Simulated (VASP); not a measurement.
# Tb2N (P4_2/nmc) in VASP: further runs, part 3 of 3

VASP 6.6.1.

### Step 5. Relaxation of cell and atoms, PBE

This run uses another cell than the first one, of 21.10 Å³/atom.

INCAR

```
SYSTEM = Tb2N
  ALGO = Normal
  EDIFF = 1E-7
  EDIFFG = -0.04
  ENCUT = 600
  GGA = PE
  GGA_COMPAT = .FALSE.
  IBRION = 2
  ISIF = 3
  ISMEAR = 0
  LASPH = .TRUE.
  LCHARG = .FALSE.
  LMAXMIX = 6
  LREAL = .FALSE.
  LWAVE = .FALSE.
  NELM = 200
  NELMIN = 4
  NSW = 90
  PREC = Accurate
  SIGMA = 0.1
```

KPOINTS

```
k-points
0
G
  6 6 2
  0 0 0
```

POSCAR

```
Tb2N
1.0
    3.5279196400      0.0000000000      0.0000000000
    0.0000000000      3.5279196400      0.0000000000
    0.0000000000      0.0000000000     10.1737573900
Tb N
4 2
Direct
    0.0000000000      0.5000000000      0.1250000000
    0.0000000000      0.5000000000      0.6250000000
    0.5000000000      0.0000000000      0.3750000000
    0.5000000000      0.0000000000      0.8750000000
    0.0000000000      0.0000000000      0.0000000000
    0.5000000000      0.5000000000      0.5000000000
```

Command:

```bash
cat potpaw_PBE.64/Tb_3/POTCAR potpaw_PBE.64/N/POTCAR > POTCAR
mpirun -np 1 vasp_std > vasp.out
```

Run time: 6.2 min. Hardware: 1 thread of Intel Xeon 6975P-C (Granite Rapids), shared host; peak memory 0.31 GiB.

It converged, with:

```yaml
Free_energy: -40.2671 eV
Relaxed_volume: 25.96 Å³/atom
Relaxed_cell: a = 3.696 Å, b = 3.696 Å, c = 11.402 Å, α = 90.00°, β = 90.00°, γ = 90.00°
Space_group_after_relaxing_to_0.1_Å: P4_2/nmc (No. 137)
Energy_gained_by_relaxing: 194.6 meV/atom
Ionic_steps: 10
Pressure_after_relaxing: -0.1 GPa
Largest_force_after_relaxing: 0.024 eV/Å
Band_gap_on_the_k_mesh: zero (bands 23 and 24 overlap by 1.58 eV)
```

Forces in eV/Å, atoms in the order of the input:
```
Tb   0.000  0.000  0.024
Tb   0.000  0.000  0.024
Tb   0.000  0.000 -0.024
Tb   0.000  0.000 -0.024
N    0.000  0.000  0.000
N    0.000  0.000  0.000
```

Stress tensor (GPa, compression positive):
```
-0.15  0.00  0.00
 0.00 -0.15  0.00
 0.00  0.00  0.08
```

Step by step:
```tsv
step	energy change (eV)	largest force (eV/Å)	pressure (GPa)	volume (Å³)
1	0.0000	0.1952	14.11	126.62
2	-0.4601	1.6268	-6.76	163.81
3	-0.8247	1.1765	-0.39	147.40
4	-1.0371	0.6678	-0.26	150.06
5	-1.1570	0.0473	0.34	153.54
6	-1.1610	0.0795	0.53	154.29
7	-1.1609	0.1027	0.56	154.43
8	-1.1632	0.0483	-0.73	157.29
9	-1.1654	0.0140	-0.21	156.10
10	-1.1674	0.0243	-0.08	155.79
```

Final structure:
```
Tb N
1.0
     3.69640    0.00000    0.00000
     0.00000    3.69640    0.00000
     0.00000    0.00000   11.40172
Tb N
4 2
Direct
  0.00000 0.50000 0.11159
  0.00000 0.50000 0.61159
  0.50000 0.00000 0.38841
  0.50000 0.00000 0.88841
  0.00000 0.00000 0.00000
  0.50000 0.50000 0.50000
```

Levels at points of the mesh, in eV from the Fermi level:
```csv
k point,band 19,band 20,band 21,band 22,band 23,band 24,band 25,band 26,band 27
"(0.00, 0.00, 0.00)",-2.76,-2.68,-2.68,-1.63,-1.43,-0.31,0.83,1.10,1.81
"(0.50, 0.00, 0.00)",-2.84,-2.84,-0.68,-0.68,-0.26,-0.26,0.82,0.82,2.39
"(0.50, 0.50, 0.00)",-1.48,-1.48,-0.14,-0.14,0.91,0.91,1.01,1.01,1.49
"(0.00, 0.00, 0.50)",-2.68,-2.68,-2.52,-2.52,-0.61,-0.61,0.83,0.83,2.60
"(0.50, 0.00, 0.50)",-2.84,-2.84,-0.73,-0.73,-0.12,-0.12,0.69,0.69,2.35
"(0.50, 0.50, 0.50)",-1.48,-1.48,-0.15,-0.15,0.96,0.96,1.27,1.27,1.27
```

Caveat: the volume moved by over 15 % at a fixed basis, so the end points are rough; spin-orbit coupling is left out, which moves the levels of the heavy elements; the 4f electrons are frozen in the core, so they carry no moment and show no levels; the run has no spin polarisation, though such a crystal can be magnetic. With open d or f shells a metallic result of PBE can be an artefact of self-interaction; +U or a hybrid may open a gap.

### Step 6. Single point, PBE

This run uses another cell than the first one, of 25.64 Å³/atom.

INCAR

```
ALGO = Normal
EDIFF = 1E-6
ENCUT = 600
GGA = PE
GGA_COMPAT = False
ISIF = 2
ISMEAR = 0
LASPH = True
LCHARG = False
LMAXMIX = 6
LREAL = False
LWAVE = False
NBANDS = 32
NELM = 200
PREC = Accurate
SIGMA = 0.1
```

KPOINTS

```
k-points
0
Gamma
  10 10 4
```

POSCAR

```
Tb2N
1.0
    3.6705993814      0.0000000000      0.0000000000
    0.0000000000      3.6705993814      0.0000000000
    0.0000000000      0.0000000000     11.4184006769
Tb N
4 2
Direct
    0.0000000000      0.5000000000      0.1120970748
    0.0000000000      0.5000000000      0.6120970748
    0.5000000000      0.0000000000      0.3879029252
    0.5000000000      0.0000000000      0.8879029252
    0.0000000000      0.0000000000      0.0000000000
    0.5000000000      0.5000000000      0.5000000000
```

Potentials or basis: VASP PAW PBE potentials, release 64 (Tb_3, N), 4f in core.

Command:

```bash
cat potpaw_PBE.64/Tb_3/POTCAR potpaw_PBE.64/N/POTCAR > POTCAR
mpirun -np 1 vasp_std > vasp.out
```

OUTCAR:

```text
EDIFF = 1E-6
   ENCUT = 600
   GGA = PE
   ISIF = 2
   ISMEAR = 0
   LASPH = True
   LREAL = False
   NELM = 200
   PREC = Accurate

 ion  position               nearest neighbor table
   1  0.000  0.500  0.112-   5 2.24   5 2.24   4 3.65   4 3.65   4 3.65   4 3.65
   2  0.000  0.500  0.612-   6 2.24   6 2.24   3 3.65   3 3.65   3 3.65   3 3.65
   3  0.500  0.000  0.388-   6 2.24   6 2.24   2 3.65   2 3.65   2 3.65   2 3.65
   4  0.500  0.000  0.888-   5 2.24   5 2.24   1 3.65   1 3.65   1 3.65   1 3.65
   5  0.000  0.000  0.000-   1 2.24   4 2.24   1 2.24   4 2.24
   6  0.500  0.500  0.500-   2 2.24   3 2.24   3 2.24   2 2.24

  LATTYP: Found a simple tetragonal cell.
 ALAT       =     3.6705993814
 C/A-ratio  =     3.1107727895

  Lattice vectors:

 A1 = (   3.6705993814,   0.0000000000,   0.0000000000)
 A2 = (   0.0000000000,   3.6705993814,   0.0000000000)
 A3 = (   0.0000000000,   0.0000000000,  11.4184006769)

Analysis of symmetry for initial positions (statically):
=====================================================================
 Subroutine PRICEL returns:
 Original cell was already a primitive cell.

 Routine SETGRP: Setting up the symmetry group for a
 simple tetragonal supercell.

 Subroutine GETGRP returns: Found 16 space group operations
 (whereof  8 operations were pure point group operations)
 out of a pool of 16 trial point group operations.

The static configuration has the point symmetry D_2d.
 The point group associated with its full space group is D_4h.

Analysis of symmetry for dynamics (positions and initial velocities):
=====================================================================
 Subroutine PRICEL returns:
 Original cell was already a primitive cell.

 Routine SETGRP: Setting up the symmetry group for a
 simple tetragonal supercell.

 Subroutine GETGRP returns: Found 16 space group operations
 (whereof  8 operations were pure point group operations)
 out of a pool of 16 trial point group operations.

The dynamic configuration has the point symmetry D_2d.
 The point group associated with its full space group is D_4h.

 Subroutine INISYM returns: Found 16 space group operations
 (whereof  8 operations are pure point group operations),
 and found     1 'primitive' translations

----------------------------------------------------------------------------------------

                                     Primitive cell

  volume of cell :     153.8435

  direct lattice vectors                    reciprocal lattice vectors
     3.670599381  0.000000000  0.000000000     0.272435070  0.000000000  0.000000000
     0.000000000  3.670599381  0.000000000     0.000000000  0.272435070  0.000000000
     0.000000000  0.000000000 11.418400677     0.000000000  0.000000000  0.087577939

  length of vectors
     3.670599381  3.670599381 11.418400677     0.272435070  0.272435070  0.087577939

  position of ions in fractional coordinates (direct lattice)
     0.000000000  0.500000000  0.112097075
     0.000000000  0.500000000  0.612097075
     0.500000000  0.000000000  0.387902925
     0.500000000  0.000000000  0.887902925
     0.000000000  0.000000000  0.000000000
     0.500000000  0.500000000  0.500000000

  ion indices of the primitive-cell ions
   primitive index   ion index
[... 29 lines left out ...]
 ===========================================

 Found     63 irreducible k-points:

 Following reciprocal coordinates:
            Coordinates               Weight
  0.000000  0.000000  0.000000      1.000000
  0.100000  0.000000  0.000000      4.000000
  0.200000  0.000000  0.000000      4.000000
  0.300000  0.000000  0.000000      4.000000
  0.400000  0.000000  0.000000      4.000000
  0.500000  0.000000  0.000000      2.000000
[... 16 lines left out ...]
  0.100000  0.000000  0.250000      8.000000
  0.200000  0.000000  0.250000      8.000000
 [... further k-points ...]
   k-points           NKPTS =     63   k-points in BZ     NKDIM =     63   number of bands    NBANDS=     32
   number of dos      NEDOS =    301   number of ions     NIONS =      6
   total plane-waves  NPLWV =  86400
   dimension x,y,z NGX =    30 NGY =   30 NGZ =   96
   dimension x,y,z NGXF=    60 NGYF=   60 NGZF=  192
   ions per type =               4   2
   NGX,Y,Z   is equivalent  to a cutoff of  13.59, 13.59, 13.98 a.u.
   NGXF,Y,Z  is equivalent  to a cutoff of  27.17, 27.17, 27.95 a.u.
 SYSTEM =  unknown system
   PREC   = accura    normal or accurate (medium, high low for compatibility)
   ISTART =      0    job   : 0-new  1-cont  2-samecut
   ICHARG =      2    charge: 1-file 2-atom 10-const
   ISPIN  =      1    spin polarized calculation?
   LNONCOLLINEAR =      F non collinear calculations
   LSORBIT =      F    spin-orbit coupling
   LASPH  =      T    aspherical Exc in radial PAW
   ENCUT  =  600.0 eV  44.10 Ry    6.64 a.u.   7.33  7.33 22.81*2*pi/ulx,y,z
   NELM   =    200;   NELMIN=  2; NELMDL= -5     # of ELM steps
   EDIFF  = 0.1E-05   stopping-criterion for ELM
   LREAL  =      F    real-space projection
   EDIFFG = 0.1E-04   stopping-criterion for IOM
   NSW    =      0    number of steps for IOM
   IBRION =     -1    ionic relax: 0-MD 1-quasi-New 2-CG
   NFREE  =      0    steps in history (QN), initial steepest desc. (CG)
   ISIF   =      2    stress and relaxation
   ISYM   =      2    0-nonsym 1-usesym 2-fastsym
   POTIM  = 0.5000    time-step for ionic-motion
   TEBEG  =    0.0;   TEEND  =   0.0 temperature during run
   PSTRESS=    0.0 pullay stress
   NELECT =      46.0000    total number of electrons
   NUPDOWN=      -1.0000    fix difference up-down
   EMIN   =  10.00;   EMAX   =-10.00  energy-range for DOS
   EFERMI =   0.00;   METHOD = LEGACY
   ISMEAR =     0;   SIGMA  =   0.10  broadening in eV -4-tet -1-fermi 0-gaus
   EFERMI_NEDOS =   21; number of points for ismear=-14 and -15
   IALGO  =     38    algorithm
   IMIX   =      4    mixing-type and parameters
     AMIX     =   0.40;   BMIX     =  1.00
     AMIX_MAG =   1.60;   BMIX_MAG =  1.00
  volume/ion in A,a.u.               =      25.64       173.03
  Fermi-wavevector in a.u.,A,eV,Ry     =   1.094715  2.068711 16.305231  1.198401
  Thomas-Fermi vector in A             =   2.231025
   LORBIT       =      0    0 simple, 1 ext, 2 COOP (PROOUT), +10 PAW based schemes
   GGA     = PE    functional components
   LHFCALC =     F    Hartree Fock is set to
   AEXX    =    0.0000 exact exchange contribution
   IVDW    =     0    specifies the selected vdW correction
   LEPSILON=     F    determine dielectric tensor
   LRPA    =     F    only Hartree local field effects (RPA)
 non-spin polarized calculation
 Gauss-broadening in eV      SIGMA  =   0.10
  energy-cutoff  :      600.00
  volume of cell :      153.84
 maximum number of plane-waves:      5206
 NGX is ok and might be reduce to    30
   NGX = 15   NGY = 15   NGZ = 45

 number of electron      46.0000002 magnetization

 Free energy of the ion-electron system (eV)
  ---------------------------------------------------
  ext. energy  EPLUGINS =         0.00000000
  ---------------------------------------------------
  free energy    TOTEN  =       -40.25069256 eV

  energy without entropy =      -40.23187340  energy(sigma->0) =      -40.24128298

 E-fermi :   2.8652     XC(G=0):  -9.5046

 val. band max:        2.8573389003   @ k =   0.4000   0.3000   0.0000
 cond. band min:       2.8772970588   @ k =   0.2000   0.1000   0.2500
 fundamental gap:      0.0199581585
 Fermi energy:         2.8651882161

 k-point     1 :       0.0000    0.0000    0.0000
  band No.  band energies     occupation
      1     -19.8589      2.00000
      2     -19.7608      2.00000
      3     -19.3980      2.00000
      4     -19.3980      2.00000
      5     -19.3808      2.00000
      6     -19.3728      2.00000
[... 829 lines left out ...]
     31       6.2726      0.00000
     32       6.6515      0.00000

 [... further k-points ...]
[... 5 lines left out ...]
  --------------------------------------------------------------------------------------
  -------------------------------------------------------------------------------------
  Total        0.5552010      0.5552010      0.5891139      0.0000000     -0.0000000      0.0000000
  in kB        5.7820463      5.7820463      6.1352267      0.0000000     -0.0000000      0.0000000
  external PRESSURE =       5.8997731 kB  Pullay stress =       0.0000000 kB

 VOLUME and BASIS-vectors are now :
 -----------------------------------------------------------------------------
  energy-cutoff  :      600.00
  volume of cell :      153.84
      direct lattice vectors                 reciprocal lattice vectors
     3.670599381  0.000000000  0.000000000     0.272435070  0.000000000  0.000000000
     0.000000000  3.670599381  0.000000000     0.000000000  0.272435070  0.000000000
     0.000000000  0.000000000 11.418400677     0.000000000  0.000000000  0.087577939

 POSITION                                       TOTAL-FORCE (eV/Angst)
 -----------------------------------------------------------------------------------
      0.00000      1.83530      1.27997        -0.000000      0.000000      0.100212
      0.00000      1.83530      6.98917         0.000000      0.000000      0.100212
      1.83530      0.00000      4.42923         0.000000      0.000000     -0.100212
      1.83530      0.00000     10.13843        -0.000000      0.000000     -0.100212
      0.00000      0.00000      0.00000         0.000000     -0.000000     -0.000000
      1.83530      1.83530      5.70920        -0.000000      0.000000     -0.000000
 -----------------------------------------------------------------------------------
    total drift:                                0.000000     -0.000000      0.000000

  FREE ENERGIE OF THE ION-ELECTRON SYSTEM (eV)
  ---------------------------------------------------
  free  energy   TOTEN  =       -40.2506925630 eV

  energy  without entropy=      -40.2318733953  energy(sigma->0) =      -40.24128298
```

stdout:

```text
POSCAR found type information on POSCAR TbN
 POSCAR found :  2 types and       6 ions
 scaLAPACK will be used
 LDA part: xc-table for (Slater+PW92), standard interpolation
 POSCAR, INCAR and KPOINTS ok, starting setup
 FFT: planning ... GRIDC
 FFT: planning ... GRID_SOFT
 FFT: planning ... GRID
 WAVECAR not read
 entering main loop
```

Wall time 4.6 min (1 thread of Intel Xeon 6975P-C (Granite Rapids), shared host); peak memory 0.48 GiB.

What came out:

| Property | Result |
| --- | --- |
| Free energy | -40.2507 eV |
| Pressure | 0.6 GPa |
| Largest force | 0.100 eV/Å |
| Band gap on the k mesh | zero (bands 23 and 24 overlap by 1.63 eV) |

Forces on the atoms (eV/Å):
```
Tb   0.000  0.000  0.100
Tb   0.000  0.000  0.100
Tb   0.000  0.000 -0.100
Tb   0.000  0.000 -0.100
N    0.000  0.000  0.000
N    0.000  0.000  0.000
```

Levels at points of the mesh, in eV from the Fermi level:
```
           k point  band 21  band 22  band 23  band 24  band 25  band 26
(0.00, 0.00, 0.00)    -2.76    -1.71    -1.52    -0.42     0.74     1.00
(0.50, 0.00, 0.00)    -0.75    -0.75    -0.33    -0.33     0.75     0.75
(0.50, 0.50, 0.00)    -0.23    -0.23     0.86     0.86     0.91     0.91
(0.00, 0.00, 0.50)    -2.61    -2.61    -0.72    -0.72     0.74     0.74
(0.50, 0.00, 0.50)    -0.80    -0.80    -0.19    -0.19     0.62     0.62
(0.50, 0.50, 0.50)    -0.24    -0.24     0.91     0.91     1.19     1.19
```

Caveat: spin-orbit coupling is left out, which moves the levels of the heavy elements; the 4f electrons are frozen in the core, so they carry no moment and show no levels; the run has no spin polarisation, though such a crystal can be magnetic.

### Step 7. Summary

```tsv
task	cell	k mesh	gap on the mesh (eV)	pressure (GPa)	relaxed volume (Å³/atom)	largest force (eV/Å)
relaxation of cell and atoms	relaxed from a = 3.677, b = 3.677, c = 11.415 Å, 6 atoms, atomic positions A	10 × 10 × 4	none	0.0	25.79	-
single point	a = 3.677, b = 3.677, c = 11.415 Å, 6 atoms, atomic positions A	6 × 6 × 2	none	0.6	-	0.11
single point	a = 3.528, b = 3.528, c = 10.174 Å, 6 atoms, atomic positions B	6 × 6 × 2	none	14.1	-	0.19
relaxation of cell and atoms	relaxed from a = 3.528, b = 3.528, c = 10.174 Å, 6 atoms, atomic positions B	6 × 6 × 2	none	-0.1	25.96	0.02
single point	a = 3.671, b = 3.671, c = 11.418 Å, 6 atoms, atomic positions C	10 × 10 × 4	none	0.6	-	0.10
```

Alike in all rows: level PBE; potentials or basis VASP PAW PBE potentials, release 64 (Tb_3, N), 4f in core; no spin polarisation; cutoff (eV) 600; smearing gaussian 0.1 eV.

Caveats: spin-orbit coupling is left out, which moves the levels of the heavy elements; the 4f electrons are frozen in the core, so they carry no moment and show no levels; the run has no spin polarisation, though such a crystal can be magnetic; the cell stands under pressure (at least some runs); the volume moved by over 15 % at a fixed basis, so the end points are rough (at least some runs).

Total energies depend on the potentials used, so only differences within one code and one set of settings carry meaning.

The gap in the log of VASP goes by the Fermi energy; the results here count the filled bands.